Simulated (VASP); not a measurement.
# Zn2SnO (P6/mmm) in VASP: density of states with PBE

Aim: the density of states of Zn2SnO with PBE.

Program: VASP 6.6.1. These are calculated values, not measurements. Logs are shortened: lines on timing, memory, paths and dates and some standing lists are left out, and cuts for length are marked.

**1. The cell of the first run**

Symmetry: P6/mmm, No. 191, hexagonal system. The conventional cell has a = 4.246 Å, b = 4.246 Å, c = 4.967 Å, α = 90.00°, β = 90.00°, γ = 120.00°. Within 3.2 Å of Zn (site symmetry -6m2) lie 3 Zn at 2.45 Å and 3 O at 2.45 Å. Sn (site symmetry 6/mmm) has 2 O at 2.48 Å within 3.3 Å. Within 3.2 Å of O (site symmetry 6/mmm) lie 6 Zn at 2.45 Å and 2 Sn at 2.48 Å.

**2. Density of states, PBE**

POSCAR reads:

```
Zn2SnO
1.0
    4.2460291991      0.0000000000      0.0000000000
   -2.1230145995      3.6771691516      0.0000000000
    0.0000000000      0.0000000000      4.9670410535
Zn Sn O
2 1 1
Direct
    0.3333333333      0.6666666667      0.5000000000
    0.6666666667      0.3333333333      0.5000000000
    0.0000000000      0.0000000000      0.0000000000
    0.0000000000      0.0000000000      0.5000000000
```

INCAR.step1 reads:

```
ALGO = Normal
EDIFF = 1E-6
ENCUT = 520
GGA = PE
GGA_COMPAT = False
ISIF = 2
ISMEAR = 0
LASPH = True
LCHARG = True
LORBIT = 11
LREAL = False
LWAVE = False
NBANDS = 30
NEDOS = 2001
NELM = 120
PREC = Accurate
SIGMA = 0.1
```

KPOINTS.step1 reads:

```
k-points
0
Gamma
  12 12 10
```

INCAR.step2 reads:

```
ALGO = Normal
EDIFF = 1E-6
ENCUT = 520
GGA = PE
GGA_COMPAT = False
ICHARG = 11
ISIF = 2
ISMEAR = -5
LASPH = True
LCHARG = False
LORBIT = 11
LREAL = False
LWAVE = False
NBANDS = 30
NEDOS = 2001
NELM = 120
PREC = Accurate
SIGMA = 0.1
```

KPOINTS.step2 reads:

```
k-points
0
Gamma
  18 18 15
```

Potentials or basis: VASP PAW PBE potentials, release 64 (Zn, Sn_d, O).

Started as:

```console
$ cat potpaw_PBE.64/Zn/POTCAR potpaw_PBE.64/Sn_d/POTCAR potpaw_PBE.64/O/POTCAR > POTCAR
$ cp INCAR.step1 INCAR
$ cp KPOINTS.step1 KPOINTS
$ mpirun -np 1 vasp_std > vasp.out
$ cp INCAR.step2 INCAR
$ cp KPOINTS.step2 KPOINTS
$ mpirun -np 1 vasp_std > vasp.out
```

OUTCAR:

```text
EDIFF = 1E-6
   ENCUT = 520
   GGA = PE
   ICHARG = 11
   ISIF = 2
   ISMEAR = -5
   LASPH = True
   LORBIT = 11
   LREAL = False
   NELM = 120
   PREC = Accurate

 ion  position               nearest neighbor table
   1  0.333  0.667  0.500-   2 2.45   4 2.45   2 2.45   4 2.45   4 2.45   2 2.45
   2  0.667  0.333  0.500-   1 2.45   4 2.45   1 2.45   4 2.45   4 2.45   1 2.45
   3  0.000  0.000  0.000-   4 2.48   4 2.48
   4  0.000  0.000  0.500-   1 2.45   2 2.45   1 2.45   2 2.45   2 2.45   1 2.45   3 2.48   3 2.48

  LATTYP: Found a hexagonal cell.
 ALAT       =     4.2460291991
 C/A-ratio  =     1.1698085012

  Lattice vectors:

 A1 = (   4.2460291991,   0.0000000000,   0.0000000000)
 A2 = (  -2.1230145995,   3.6771691516,   0.0000000000)
 A3 = (   0.0000000000,   0.0000000000,   4.9670410535)

Analysis of symmetry for initial positions (statically):
=====================================================================
 Subroutine PRICEL returns:
 Original cell was already a primitive cell.

 Routine SETGRP: Setting up the symmetry group for a
 hexagonal supercell.

 Subroutine GETGRP returns: Found 24 space group operations
 (whereof 24 operations were pure point group operations)
 out of a pool of 24 trial point group operations.

The static configuration has the point symmetry D_6h.

Analysis of symmetry for dynamics (positions and initial velocities):
=====================================================================
 Subroutine PRICEL returns:
 Original cell was already a primitive cell.

 Routine SETGRP: Setting up the symmetry group for a
 hexagonal supercell.

 Subroutine GETGRP returns: Found 24 space group operations
 (whereof 24 operations were pure point group operations)
 out of a pool of 24 trial point group operations.

The dynamic configuration has the point symmetry D_6h.

 Subroutine INISYM returns: Found 24 space group operations
 (whereof 24 operations are pure point group operations),
 and found     1 'primitive' translations

----------------------------------------------------------------------------------------

                                     Primitive cell

  volume of cell :      77.5522

  direct lattice vectors                    reciprocal lattice vectors
     4.246029199  0.000000000  0.000000000     0.235514160  0.135974164  0.000000000
    -2.123014599  3.677169152  0.000000000     0.000000000  0.271948327  0.000000000
     0.000000000  0.000000000  4.967041054     0.000000000  0.000000000  0.201327106

  length of vectors
     4.246029199  4.246029199  4.967041054     0.271948327  0.271948327  0.201327106

  position of ions in fractional coordinates (direct lattice)
     0.333333333  0.666666667  0.500000000
     0.666666667  0.333333333  0.500000000
     0.000000000  0.000000000  0.000000000
     0.000000000  0.000000000  0.500000000

  ion indices of the primitive-cell ions
   primitive index   ion index
                 1           1
                 2           2
                 3           3
                 4           4

----------------------------------------------------------------------------------------

 KPOINTS: k-points

Automatic generation of k-mesh.
 Grid dimensions read from file:
 generate k-points for:   18   18   15

 Generating k-lattice:

  Cartesian coordinates                     Fractional coordinates (reciprocal lattice)
     0.013084120  0.007554120  0.000000000     0.055555556  0.000000000  0.000000000
     0.000000000  0.015108240  0.000000000     0.000000000  0.055555556  0.000000000
     0.000000000  0.000000000  0.013421807     0.000000000  0.000000000  0.066666667

  Length of vectors
     0.015108240  0.015108240  0.013421807

  Shift w.r.t. Gamma in fractional coordinates (k-lattice)
     0.000000000  0.000000000  0.000000000

 TETIRR: Found   4782 inequivalent tetrahedra from    29160

 Subroutine IBZKPT returns following result:
 ===========================================

 Found    296 irreducible k-points:

 Following reciprocal coordinates:
            Coordinates               Weight
  0.000000  0.000000  0.000000      1.000000
  0.055556  0.000000  0.000000      6.000000
  0.111111  0.000000  0.000000      6.000000
  0.166667  0.000000  0.000000      6.000000
  0.222222  0.000000  0.000000      6.000000
  0.277778  0.000000  0.000000      6.000000
[... 16 lines left out ...]
  0.333333  0.111111  0.000000     12.000000
  0.388889  0.111111  0.000000     12.000000
 [... further k-points ...]
   k-points           NKPTS =    296   k-points in BZ     NKDIM =    296   number of bands    NBANDS=     30
   number of dos      NEDOS =   2001   number of ions     NIONS =      4
   total plane-waves  NPLWV =  40960
   dimension x,y,z NGX =    32 NGY =   32 NGZ =   40
   dimension x,y,z NGXF=    64 NGYF=   64 NGZF=   80
   ions per type =               2   1   1
   NGX,Y,Z   is equivalent  to a cutoff of  12.53, 12.53, 13.39 a.u.
   NGXF,Y,Z  is equivalent  to a cutoff of  25.06, 25.06, 26.78 a.u.
 SYSTEM =  unknown system
   PREC   = accura    normal or accurate (medium, high low for compatibility)
   ISTART =      0    job   : 0-new  1-cont  2-samecut
   ICHARG =     11    charge: 1-file 2-atom 10-const
   ISPIN  =      1    spin polarized calculation?
   LNONCOLLINEAR =      F non collinear calculations
   LSORBIT =      F    spin-orbit coupling
   LASPH  =      T    aspherical Exc in radial PAW
   ENCUT  =  520.0 eV  38.22 Ry    6.18 a.u.   7.89  7.89  9.24*2*pi/ulx,y,z
   NELM   =    120;   NELMIN=  2; NELMDL=  0     # of ELM steps
   EDIFF  = 0.1E-05   stopping-criterion for ELM
   LREAL  =      F    real-space projection
   EDIFFG = 0.1E-04   stopping-criterion for IOM
   NSW    =      0    number of steps for IOM
   IBRION =     -1    ionic relax: 0-MD 1-quasi-New 2-CG
   NFREE  =      0    steps in history (QN), initial steepest desc. (CG)
   ISIF   =      2    stress and relaxation
   ISYM   =      2    0-nonsym 1-usesym 2-fastsym
   POTIM  = 0.5000    time-step for ionic-motion
   TEBEG  =    0.0;   TEEND  =   0.0 temperature during run
   PSTRESS=    0.0 pullay stress
   NELECT =      44.0000    total number of electrons
   NUPDOWN=      -1.0000    fix difference up-down
   EMIN   =  10.00;   EMAX   =-10.00  energy-range for DOS
   EFERMI =   0.00;   METHOD = LEGACY
   ISMEAR =    -5;   SIGMA  =   0.10  broadening in eV -4-tet -1-fermi 0-gaus
   EFERMI_NEDOS =   21; number of points for ismear=-14 and -15
   IALGO  =     38    algorithm
   IMIX   =      4    mixing-type and parameters
     AMIX     =   0.40;   BMIX     =  1.00
     AMIX_MAG =   1.60;   BMIX_MAG =  1.00
  volume/ion in A,a.u.               =      19.39       130.84
  Fermi-wavevector in a.u.,A,eV,Ry     =   1.355276  2.561099 24.990799  1.836772
  Thomas-Fermi vector in A             =   2.482377
   LORBIT       =     11    0 simple, 1 ext, 2 COOP (PROOUT), +10 PAW based schemes
   GGA     = PE    functional components
   LHFCALC =     F    Hartree Fock is set to
   AEXX    =    0.0000 exact exchange contribution
   IVDW    =     0    specifies the selected vdW correction
   LEPSILON=     F    determine dielectric tensor
   LRPA    =     F    only Hartree local field effects (RPA)
 non-spin polarized calculation
 Fermi weights with tetrahedron method with Bloechl corrections
  energy-cutoff  :      520.00
  volume of cell :       77.55
 maximum number of plane-waves:      2121
 NGX is ok and might be reduce to    32

 number of electron      44.0000014 magnetization

 Free energy of the ion-electron system (eV)
  ---------------------------------------------------
  ext. energy  EPLUGINS =         0.00000000
  ---------------------------------------------------
  free energy    TOTEN  =       -10.75644318 eV

  energy without entropy =      -10.75644318  energy(sigma->0) =      -10.75644318

 E-fermi :   3.9916     XC(G=0): -10.1110

 val. band max:        4.0913324681   @ k =   0.3333   0.3333   0.4667
 cond. band min:       3.9658254616   @ k =   0.2778   0.2778   0.2000
 fundamental gap:     -0.1255070065
 Fermi energy:         3.9915881546

 k-point     1 :       0.0000    0.0000    0.0000
  band No.  band energies     occupation
      1     -17.6526      2.00000
      2     -17.5709      2.00000
      3     -17.5708      2.00000
      4     -17.5558      2.00000
      5     -17.5558      2.00000
      6     -14.5087      2.00000
[... 22 lines left out ...]
     29      12.4770      0.00000
     30      12.8890      0.00000

 k-point     2 :       0.0556    0.0000    0.0000
  band No.  band energies     occupation
      1     -17.6524      2.00000
      2     -17.5710      2.00000
      3     -17.5709      2.00000
      4     -17.5558      2.00000
      5     -17.5554      2.00000
      6     -14.5050      2.00000
[... 22 lines left out ...]
     29      12.2408      0.00000
     30      12.5795      0.00000

 k-point     3 :       0.1111    0.0000    0.0000
  band No.  band energies     occupation
      1     -17.6517      2.00000
      2     -17.5715      2.00000
      3     -17.5710      2.00000
      4     -17.5559      2.00000
      5     -17.5543      2.00000
      6     -14.4944      2.00000
[... 22 lines left out ...]
     29      11.5821      0.00000
     30      12.1154      0.00000

 k-point     4 :       0.1667    0.0000    0.0000
  band No.  band energies     occupation
      1     -17.6506      2.00000
      2     -17.5723      2.00000
      3     -17.5712      2.00000
      4     -17.5560      2.00000
      5     -17.5525      2.00000
      6     -14.4781      2.00000
[... 616 lines left out ...]
     29      10.7776      0.00000
     30      13.3118      0.00000

 k-point    23 :       0.3333    0.1111    0.0000
  band No.  band energies     occupation
      1     -17.6455      2.00000
      2     -17.5760      2.00000
      3     -17.5726      2.00000
      4     -17.5552      2.00000
      5     -17.5447      2.00000
      6     -14.3965      2.00000
[... 22 lines left out ...]
     29      10.4863      0.00000
     30      13.5395      0.00000

 k-point    24 :       0.3889    0.1111    0.0000
  band No.  band energies     occupation
      1     -17.6448      2.00000
      2     -17.5764      2.00000
      3     -17.5728      2.00000
      4     -17.5551      2.00000
      5     -17.5437      2.00000
      6     -14.3866      2.00000
[... 22 lines left out ...]
     29      10.2785      0.00000
     30      13.4572      0.00000

 [... further k-points ...]
[... 5 lines left out ...]
  --------------------------------------------------------------------------------------
  -------------------------------------------------------------------------------------
  Total        0.0492967      0.0492967      0.0107166      0.0000000      0.0000000     -0.0000000
  in kB        1.0184378      1.0184378      0.2213970      0.0000000      0.0000000     -0.0000000
  external PRESSURE =       0.7527575 kB  Pullay stress =       0.0000000 kB

 VOLUME and BASIS-vectors are now :
 -----------------------------------------------------------------------------
  energy-cutoff  :      520.00
  volume of cell :       77.55
      direct lattice vectors                 reciprocal lattice vectors
     4.246029199  0.000000000  0.000000000     0.235514160  0.135974164  0.000000000
    -2.123014599  3.677169152  0.000000000     0.000000000  0.271948327  0.000000000
     0.000000000  0.000000000  4.967041054     0.000000000  0.000000000  0.201327106

 POSITION                                       TOTAL-FORCE (eV/Angst)
 -----------------------------------------------------------------------------------
     -0.00000      2.45145      2.48352        -0.000000      0.000000      0.000000
      2.12301      1.22572      2.48352         0.000000     -0.000000     -0.000000
      0.00000      0.00000      0.00000         0.000000      0.000000     -0.000000
      0.00000      0.00000      2.48352         0.000000      0.000000     -0.000000
 -----------------------------------------------------------------------------------
    total drift:                                0.000000     -0.000000     -0.000000

  FREE ENERGIE OF THE ION-ELECTRON SYSTEM (eV)
  ---------------------------------------------------
  free  energy   TOTEN  =       -10.7564431828 eV

  energy  without entropy=      -10.7564431828  energy(sigma->0) =      -10.75644318

 total charge

# of ion       s       p       d       tot
------------------------------------------
    1        0.637   0.305   9.750  10.692
    2        0.637   0.305   9.750  10.692
    3        1.377   0.654   9.976  12.006
    4        1.620   3.238   0.000   4.858
--------------------------------------------------
tot          4.270   4.502  29.476  38.248
```

It took 5.5 min on 1 thread of Intel Xeon Platinum 8488C (Sapphire Rapids), shared host; peak memory 0.68 GiB.

Results:

```yaml
Valence_electrons_inside_the_program's_atomic_spheres: Zn 10.69; Sn 12.01; O 4.86
```

Caveat: spin-orbit coupling is left out, which moves the levels of the heavy elements; tetrahedron occupations give inexact forces and stress in metals.
